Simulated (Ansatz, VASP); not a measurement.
**WC in VASP and in Ansatz**

```
W C
1.0
     0.00000    2.19268    2.19268
     2.19268    0.00000    2.19268
     2.19268    2.19268    0.00000
W C
1 1
Direct
  0.93953 0.00000 0.00000
  0.50000 0.50000 0.50000
```

Change from the starting cell: all W atoms moved +0.188 Å, as atom 1 towards its neighbour atom 1 (W) at 3.101 Å.

Alike in both runs: task single point; functional r2SCAN; k mesh 18 × 18 × 18; occupations gaussian, width 0.15 eV; no spin polarisation.

|  | VASP | Ansatz |
| --- | --- | --- |
| version | VASP 6.6.1 | Ansatz 0.2.0 |
| potentials or method | VASP PAW PBE potentials, release 64 (W_sv, C), cutoff 520 eV | scalar-relativistic, plane waves, PAW |
| valence electrons in the cell | 18 | 18 |

```tsv
	VASP	Ansatz	Ansatz less VASP
gap on the k mesh at the Fermi level (eV)	none	none	-
pressure (GPa)	2.0	0.3	-1.74
traceless stress, the component that is largest in VASP (GPa)	-5.91	-5.73	+0.174
rms of the force components (eV/Å)	0.769	0.759	-0.0094
```

VASP's potentials were made for PBE, not for r2SCAN. Atom by atom the forces differ by 0.009 eV/Å (rms over components). A gap of «none» marks a metal or a gap that the smearing closes.

Neither program's run includes spin-orbit coupling.
